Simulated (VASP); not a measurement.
The system is Re.

```
CELL_PARAMETERS angstrom
0.00000 1.97500 1.97500
1.97500 0.00000 1.97500
1.97500 1.97500 0.00000
ATOMIC_POSITIONS crystal
Re 0.00000 0.00000 0.00000
```

- Program: VASP 6.6.1
- Task: relaxation of cell and atoms
- Functional: PBE
- Potentials or basis: VASP PAW PBE potentials, release 64 (Re)
- Cutoff: 600 eV
- k mesh: 12 × 12 × 12
- Occupations: fermi-dirac, width 0.05 eV
- Spin: no spin polarisation

At the start: pressure -9.7 GPa; volume 15.41 Å³/atom.

Task: Where does the relaxation end?

Result: Over 6 steps the energy falls by 13.0 meV/atom and the volume is 14.98 Å³/atom (-2.8 %); space group Fm-3m (No. 225, to 0.05 Å).

Step by step:
| step | energy change (eV) | largest force (eV/Å) | pressure (GPa) | volume (Å³) |
| --- | --- | --- | --- | --- |
| 1 | 0.0000 | 0.0000 | -9.66 | 15.41 |
| 2 | 0.2168 | 0.0000 | 52.27 | 13.43 |
| 3 | -0.0130 | 0.0000 | -0.41 | 15.01 |
| 4 | -0.0130 | 0.0000 | -0.30 | 14.99 |
| 5 | -0.0130 | 0.0000 | 0.77 | 14.95 |
| 6 | -0.0130 | 0.0000 | 0.10 | 14.98 |

Final structure:
```yaml
crystal:
  lattice:
    - [0.00000, 1.95664, 1.95664]
    - [1.95664, 0.00000, 1.95664]
    - [1.95664, 1.95664, 0.00000]
  atoms:
    - { symbol: Re, position: [0.00000, 0.00000, 0.00000] }
```
